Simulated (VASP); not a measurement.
A run of VASP 6.6.1 is set up as follows.

INCAR

```
PREC = Accurate ; ENCUT = 520
EDIFF = 1E-6 ; ISMEAR = -1
SIGMA = 0.05 ; LREAL = False
LASPH = True ; NELM = 150
ALGO = Normal ; ISIF = 2
LWAVE = False ; LCHARG = False
ISPIN = 2 ; MAGMOM = 4 0
LORBIT = 11 ; LMAXMIX = 4
GGA = PS ; IVDW = 13
NBANDS = 20
```

The input KPOINTS:

```
Automatic mesh
0
Gamma
  10 10 10
```

File POSCAR:

```
MnO
1.0
    0.0000000000      2.2386359976      2.2386359976
    2.2386359976      0.0000000000      2.2386359976
    2.2386359976      2.2386359976      0.0000000000
Mn O
1 1
Direct
    0.0000000000      0.0000000000      0.0000000000
    0.5000000000      0.5000000000      0.5000000000
```

Potentials or basis: VASP PAW PBE potentials, release 64 (Mn_pv, O).

Run with:

```console
$ cat potpaw_PBE.64/Mn_pv/POTCAR potpaw_PBE.64/O/POTCAR > POTCAR
$ mpirun -np 1 vasp_std > vasp.out
```

**Question.** Estimate the dispersion energy per atom.

**Answer.** -0.182 eV.

**Question.** What does it give for the pressure?

**Answer.** -11.0 GPa.

**Question.** Predict the net moment.

**Answer.** 4.80 μB per cell.

Caveat: the cell stands under tension; the PAW data sets were made with another functional, which shifts forces and pressure a little; a cell with one magnetic atom can't hold antiferromagnetic order, which such compounds often take.
